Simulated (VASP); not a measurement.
Set up this calculation in VASP 6.6.1, as the native input.

| Property | Result |
| --- | --- |
| Task | single point |
| Functional | PBEsol |
| Dispersion | D4 |
| Potentials or basis | VASP PAW PBE potentials, release 64 (Re) |
| Cutoff | 520 eV |
| k mesh | 7 × 7 × 2 |
| Occupations | methfessel-paxton, width 0.3 eV |
| Spin | no spin polarisation |
| Dipole correction | no |
| Further INCAR settings | ALGO = Normal; EDIFF = 1e-06; NBANDS = 22 |

The structure of Re lies in POSCAR:

```
Re
1.0
    2.7663873900      0.0000000000      0.0000000000
   -1.3831937000      2.3957617600      0.0000000000
    0.0000000000      0.0000000000      8.9388451600
Re
4
Direct
    0.0000000000      0.0000000000      0.0000000000
    0.3333333316      0.6666666681      0.2500000000
    0.0000000000      0.0000000000      0.5000000000
    0.6666666720      0.3333333319      0.7500000000
```

These files were run (other wordings do the same):

INCAR

```
PREC = Accurate ; ENCUT = 520
EDIFF = 1E-6 ; ISMEAR = 1
SIGMA = 0.3 ; LREAL = False
LASPH = True ; NELM = 80
ALGO = Normal ; ISIF = 2
LWAVE = False ; LCHARG = True
GGA = PS ; IVDW = 13
LELF = True ; LVHAR = True
NBANDS = 22
```

KPOINTS

```
Automatic mesh
0
Gamma
  7 7 2
```

Potentials or basis: VASP PAW PBE potentials, release 64 (Re).

Launch:

```sh
$ cat potpaw_PBE.64/Re/POTCAR > POTCAR
$ mpirun -np 1 vasp_std > vasp.out
```

Results of the run:

- Pressure: -11.1 GPa
- Band gap on the k mesh: zero (bands 14 and 15 overlap by 1.71 eV)
- Dispersion energy per atom: -0.409 eV

Caveat: the k points lie up to 0.37 Å⁻¹ apart, too coarse for converged energies and pressures of a metal; so wide a smearing shifts energies and pressures; the PAW data sets were made with another functional, which shifts forces and pressure a little; spin-orbit coupling is left out, which moves the levels of the heavy elements.

It took 55 s on 1 thread of Intel Xeon 8259CL, on a shared host, peak memory 0.19 GiB.
